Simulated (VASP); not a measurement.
# C (P1) in VASP: further runs

C is run at these levels: LDA; tasks: single point.

All numbers are computed with VASP 6.6.1; they aren't measurements. Logs are shortened: lines on timing, memory, paths and dates and some standing lists are left out, and cuts for length are marked.

### Step 1. The cell of the first run

The typed cell holds 8 atoms: a = 4.365 Å, b = 4.365 Å, c = 4.366 Å, α = 68.12°, β = 68.12°, γ = 68.13°.

### Step 2. Single point, LDA (atom 1 (C) moved +0.113 Å towards its neighbour atom 2 (C) at 2.445 Å)

The input, INCAR:

```
SYSTEM = C
PREC = Accurate
ENCUT = 520
EDIFF = 1E-6
ISMEAR = 0
SIGMA = 0.05
LREAL = .False.
LASPH = .True.
NELM = 60
ALGO = Normal
ISIF = 2
LWAVE = .False.
LCHARG = .False.
GGA = CA
NBANDS = 26
```

The input, KPOINTS:

```
regular mesh
0
Gamma
  8 8 8
  0 0 0
```

The input, POSCAR:

```
C
1.0
    1.3916690928      2.4448680937     -3.3373019203
    1.3916690928     -2.4448680937     -3.3373019203
   -2.8429274761      0.0000000000     -3.3141068708
C
8
Direct
    0.8936092372      0.4396239896      0.6666169904
    0.4166166134      0.9166166134      0.6666169904
    0.9166166134      0.9166166134      0.1666169904
    0.4166166134      0.4166166134      0.1666169904
    0.0833833866      0.5833833866      0.3333830096
    0.5833833866      0.0833833866      0.3333830096
    0.0833833866      0.0833833866      0.8333830096
    0.5833833866      0.5833833866      0.8333830096
```

Potentials or basis: VASP PAW LDA potentials, release 64 (C).

Started as:

```
$ cat potpaw_LDA.64/C/POTCAR > POTCAR
$ mpirun -np 1 vasp_std > vasp.out
```

OUTCAR:

```text
SYSTEM = C
   PREC = Accurate
   ENCUT = 520
   EDIFF = 1E-6
   ISMEAR = 0
   LREAL = .False.
   LASPH = .True.
   NELM = 60
   ISIF = 2
   GGA = CA

 ion  position               nearest neighbor table
   1  0.894  0.440  0.667-   8 1.32   5 1.42   7 1.51
   2  0.417  0.917  0.667-   7 1.41   8 1.41   6 1.41
   3  0.917  0.917  0.167-   5 1.41   6 1.41   7 1.41
   4  0.417  0.417  0.167-   5 1.41   6 1.41   8 1.41
   5  0.083  0.583  0.333-   3 1.41   4 1.41   1 1.42
   6  0.583  0.083  0.333-   3 1.41   4 1.41   2 1.41
   7  0.083  0.083  0.833-   2 1.41   3 1.41   1 1.51
   8  0.583  0.583  0.833-   1 1.32   2 1.41   4 1.41

  LATTYP: Found a base centered monoclinic cell.
 ALAT       =     7.2316877618
 B/A-ratio  =     0.6761542186
 C/A-ratio  =     0.6037885874
 COS(beta)  =    -0.4499394773

  Lattice vectors:

 A1 = (  -1.3916690928,  -2.4448680937,   3.3373019203)
 A2 = (  -1.3916690928,   2.4448680937,   3.3373019203)
 A3 = (  -2.8429274761,   0.0000000000,  -3.3141068708)

Analysis of symmetry for initial positions (statically):
=====================================================================
 Subroutine PRICEL returns:
 Original cell was already a primitive cell.

 Routine SETGRP: Setting up the symmetry group for a
 base centered monoclinic supercell.

 Subroutine GETGRP returns: Found  1 space group operations
 (whereof  1 operations were pure point group operations)
 out of a pool of  4 trial point group operations.

The static configuration has the point symmetry C_1 .

Analysis of symmetry for dynamics (positions and initial velocities):
=====================================================================
 Subroutine PRICEL returns:
 Original cell was already a primitive cell.

 Routine SETGRP: Setting up the symmetry group for a
 base centered monoclinic supercell.

 Subroutine GETGRP returns: Found  1 space group operations
 (whereof  1 operations were pure point group operations)
 out of a pool of  4 trial point group operations.

The dynamic configuration has the point symmetry C_1 .

 Subroutine INISYM returns: Found  1 space group operations
 (whereof  1 operations are pure point group operations),
 and found     1 'primitive' translations

----------------------------------------------------------------------------------------

[... 107 lines left out ...]
   NSW    =      0    number of steps for IOM
   IBRION =     -1    ionic relax: 0-MD 1-quasi-New 2-CG
   NFREE  =      0    steps in history (QN), initial steepest desc. (CG)
   ISIF   =      2    stress and relaxation
   ISYM   =      2    0-nonsym 1-usesym 2-fastsym
   POTIM  = 0.5000    time-step for ionic-motion
   TEBEG  =    0.0;   TEEND  =   0.0 temperature during run
   PSTRESS=    0.0 pullay stress
   NELECT =      32.0000    total number of electrons
   NUPDOWN=      -1.0000    fix difference up-down
   EMIN   =  10.00;   EMAX   =-10.00  energy-range for DOS
   EFERMI =   0.00;   METHOD = LEGACY
   ISMEAR =     0;   SIGMA  =   0.05  broadening in eV -4-tet -1-fermi 0-gaus
   EFERMI_NEDOS =   21; number of points for ismear=-14 and -15
   IALGO  =     38    algorithm
   IMIX   =      4    mixing-type and parameters
     AMIX     =   0.40;   BMIX     =  1.00
     AMIX_MAG =   1.60;   BMIX_MAG =  1.00
  volume/ion in A,a.u.               =       8.62        58.16
  Fermi-wavevector in a.u.,A,eV,Ry     =   1.267530  2.395284 21.859556  1.606632
  Thomas-Fermi vector in A             =   2.400673
   LORBIT       =      0    0 simple, 1 ext, 2 COOP (PROOUT), +10 PAW based schemes
   GGA     = CA    functional components
   LHFCALC =     F    Hartree Fock is set to
   AEXX    =    0.0000 exact exchange contribution
   IVDW    =     0    specifies the selected vdW correction
   LEPSILON=     F    determine dielectric tensor
   LRPA    =     F    only Hartree local field effects (RPA)
 non-spin polarized calculation
 Gauss-broadening in eV      SIGMA  =   0.05
  energy-cutoff  :      520.00
  volume of cell :       68.94
 maximum number of plane-waves:      1872
   NGX = 17   NGY = 17   NGZ = 17

 number of electron      32.0000002 magnetization

 Free energy of the ion-electron system (eV)
  ---------------------------------------------------
  ext. energy  EPLUGINS =         0.00000000
  ---------------------------------------------------
  free energy    TOTEN  =       -80.47866328 eV

  energy without entropy =      -80.47866291  energy(sigma->0) =      -80.47866309

 E-fermi :   4.8399     XC(G=0): -10.8509

 val. band max:        4.7134832891   @ k =  -0.3750   0.0000   0.3750
 cond. band min:       4.9662754966   @ k =  -0.3750   0.0000   0.3750
 fundamental gap:      0.2527922075
 Fermi energy:         4.8398509149

 k-point     1 :       0.0000    0.0000    0.0000
  band No.  band energies     occupation
      1     -14.8916      2.00000
      2      -9.6403      2.00000
      3      -9.2441      2.00000
      4      -9.1110      2.00000
      5      -8.6209      2.00000
      6      -8.4347      2.00000
[... 685 lines left out ...]
     25      14.4217      0.00000
     26      15.1794      0.00000

 [... further k-points ...]

------------------------ aborting loop because EDIFF is reached ----------------------------------------

  FORCE on cell =-STRESS in cart. coord.  units (eV):
  Direction    XX          YY          ZZ          XY          YZ          ZX
  --------------------------------------------------------------------------------------
  -------------------------------------------------------------------------------------
  Total        1.3556137      1.8485748     -0.0381754      1.6136961      0.0060608     -0.0004242
  in kB       31.5026211     42.9583684     -0.8871449     37.5001064      0.1408439     -0.0098578
  external PRESSURE =      24.5246148 kB  Pullay stress =       0.0000000 kB

 VOLUME and BASIS-vectors are now :
 -----------------------------------------------------------------------------
  energy-cutoff  :      520.00
  volume of cell :       68.94
      direct lattice vectors                 reciprocal lattice vectors
     1.391669093  2.444868094 -3.337301920     0.117522792  0.204510011 -0.100814122
     1.391669093 -2.444868094 -3.337301920     0.117522792 -0.204510011 -0.100814122
    -2.842927476  0.000000000 -3.314106871    -0.236690641  0.000000000 -0.098701004

 POSITION                                       TOTAL-FORCE (eV/Angst)
 -----------------------------------------------------------------------------------
     -0.03972      1.10993     -6.65864         1.103772      7.483253     -0.003137
     -0.03972     -1.22243     -6.65864        -0.013500     -1.112228      0.000667
      2.07757      0.00000     -6.67024         0.642138      0.073263     -0.003961
      0.68590      0.00000     -3.33294        -0.704514      0.049732      0.006775
     -0.01987     -1.22243     -3.33007        -0.048603     -0.996496     -0.000932
     -0.01987      1.22243     -3.33007         0.019630     -0.093539     -0.001586
     -2.13716      0.00000     -3.31847         0.542815     -1.941758     -0.004427
     -0.74549      0.00000     -6.65577        -1.541737     -3.462228      0.006602
 -----------------------------------------------------------------------------------
    total drift:                                0.000019     -0.000053      0.000127

  FREE ENERGIE OF THE ION-ELECTRON SYSTEM (eV)
  ---------------------------------------------------
  free  energy   TOTEN  =       -80.4786632775 eV

  energy  without entropy=      -80.4786629063  energy(sigma->0) =      -80.47866309
```

Wall time 6.2 min (1 thread of Oxide Virtual Turin-like, shared host); peak memory 0.35 GiB.

What came out:

```
Free energy   : -80.4787 eV
Pressure      : 2.5 GPa
Largest force : 7.564 eV/Å
```

Forces on the atoms (eV/Å):
```
C    1.104  7.483 -0.003
C   -0.013 -1.112  0.001
C    0.642  0.073 -0.004
C   -0.705  0.050  0.007
C   -0.049 -0.996 -0.001
C    0.020 -0.094 -0.002
C    0.543 -1.942 -0.004
C   -1.542 -3.462  0.007
```

Caveat: the cell differs from its parent crystal (atom 1 (C) moved +0.113 Å towards its neighbour atom 2 (C) at 2.445 Å); forces of over 1 eV/Å act on the atoms, so gaps and moduli don't describe the material at rest.

### Step 3. Single point, LDA (atom 1 (C) moved +0.037 Å towards its neighbour atom 2 (C) at 2.445 Å)

The input, INCAR:

```
SYSTEM = C
PREC = Accurate ; ENCUT = 520
EDIFF = 1E-7 ; ISMEAR = 0
SIGMA = 0.05 ; LREAL = .FALSE.
LASPH = .TRUE. ; NELM = 60
ALGO = Normal ; ISIF = 2
LWAVE = .FALSE. ; LCHARG = .FALSE.
GGA = CA ; NBANDS = 26
```

The input, KPOINTS:

```
regular mesh
0
G
  8 8 8
  0 0 0
```

Edit POSCAR of step 2 so:

```diff
@@ -8,3 +8,3 @@
 Direct
-    0.8936092372      0.4396239896      0.6666169904
+    0.9089474880      0.4242857388      0.6666169904
     0.4166166134      0.9166166134      0.6666169904
```

Potentials or basis: VASP PAW LDA potentials, release 64 (C).

Started as:

```
$ cat potpaw_LDA.64/C/POTCAR > POTCAR
$ mpirun -np 1 vasp_std > vasp.out
```

It took 6.8 min on 1 thread of Oxide Virtual Turin-like, shared host; peak memory 0.34 GiB.

The run converged. Its results:

| Property | Result |
| --- | --- |
| Free energy | -80.8491 eV |
| Pressure | 1.0 GPa |
| Largest force | 2.448 eV/Å |

Forces in eV/Å, atoms in the order of the input:
```
C    0.120  2.445  0.000
C   -0.002 -0.367  0.000
C    0.221  0.024 -0.002
C   -0.229  0.021  0.002
C   -0.005 -0.335  0.000
C    0.003 -0.032  0.000
C    0.262 -0.794 -0.002
C   -0.369 -0.962  0.002
```

Stress tensor (GPa, compression positive):
```
 1.48  1.17 -0.01
 1.17  1.60  0.01
-0.01  0.01 -0.04
```

Caveat: the cell differs from its parent crystal (atom 1 (C) moved +0.037 Å towards its neighbour atom 2 (C) at 2.445 Å); forces of over 1 eV/Å act on the atoms, so gaps and moduli don't describe the material at rest.

### Step 4. Single point, LDA (atom 1 (C) moved +0.075 Å towards its neighbour atom 2 (C) at 2.445 Å)

The input, INCAR:

```
ALGO = Normal
EDIFF = 1E-6
ENCUT = 520
GGA = CA
ISIF = 2
ISMEAR = 0
LASPH = T
LCHARG = F
LREAL = F
LWAVE = F
NBANDS = 26
NELM = 80
PREC = Accurate
SIGMA = 0.05
```

The input, KPOINTS:

```
k-points
0
Gamma
  8 8 8
```

Edit POSCAR of step 3 so:

```diff
@@ -8,3 +8,3 @@
 Direct
-    0.9089474880      0.4242857388      0.6666169904
+    0.9012783626      0.4319548642      0.6666169904
     0.4166166134      0.9166166134      0.6666169904
```

Started as:

```
$ cat potpaw_LDA.64/C/POTCAR > POTCAR
$ mpirun -np 1 vasp_std > vasp.out
```

Wall time 10 min (1 thread of Oxide Virtual Turin-like, shared host); peak memory 0.34 GiB.

It converged, with:

```
Free energy   : -80.7110 eV
Pressure      : 1.5 GPa
Largest force : 4.951 eV/Å
```

Forces on the atoms (eV/Å):
```
C    0.483  4.927 -0.001
C   -0.008 -0.737  0.000
C    0.434  0.048 -0.003
C   -0.464  0.038  0.004
C   -0.020 -0.668  0.000
C    0.010 -0.063 -0.001
C    0.438 -1.437 -0.003
C   -0.872 -2.109  0.004
```

Stress tensor (GPa, compression positive):
```
 2.11  2.40 -0.01
 2.40  2.60  0.01
-0.01  0.01 -0.06
```

Caveat: the cell differs from its parent crystal (atom 1 (C) moved +0.075 Å towards its neighbour atom 2 (C) at 2.445 Å); forces of over 1 eV/Å act on the atoms, so gaps and moduli don't describe the material at rest.

### Step 5. Summary

```csv
cell,pressure (GPa),largest force (eV/Å)
"as given, atomic positions A",2.5,7.56
"as given, atomic positions B",1.0,2.45
"as given, atomic positions C",1.5,4.95
```

Alike in all rows: task single point; level LDA; potentials or basis VASP PAW LDA potentials, release 64 (C); no spin polarisation; k mesh 8 × 8 × 8; cutoff (eV) 520; smearing gaussian 0.05 eV.

Caveats: forces of over 1 eV/Å act on the atoms, so gaps and moduli don't describe the material at rest.

Absolute energies hang on the potentials; compare differences alone.
